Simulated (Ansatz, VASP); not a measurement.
One calculation of Ca, two programs

```
Ca
1.0
     0.00000    2.72779    2.72779
     2.72779    0.00000    2.72779
     2.72779    2.72779    0.00000
Ca
1
Cartesian
  0.0000 0.0000 0.0000
```

Alike in both runs: functional PBEsol; k mesh 18 × 18 × 18; occupations fermi-dirac, width 0.08 eV; no spin polarisation.

Ansatz relaxed the structure, and its values are those at the end. VASP's run is a single point on that final structure, the one shown.

|  | VASP | Ansatz |
| --- | --- | --- |
| version | VASP 6.6.1 | Ansatz 0.2.0 |
| potentials or method | VASP PAW PBE potentials, release 64 (Ca_sv) | PAW with Ansatz's default frozen-core files, scalar-relativistic |
| plane-wave cutoff (eV) | 520 | 420 |
| valence electrons in the cell | 10 | 10 |

```tsv
	VASP	Ansatz	Ansatz less VASP
pressure (GPa)	0.0	0.0	-0.01
```

VASP's potentials were made for PBE, not for PBEsol.
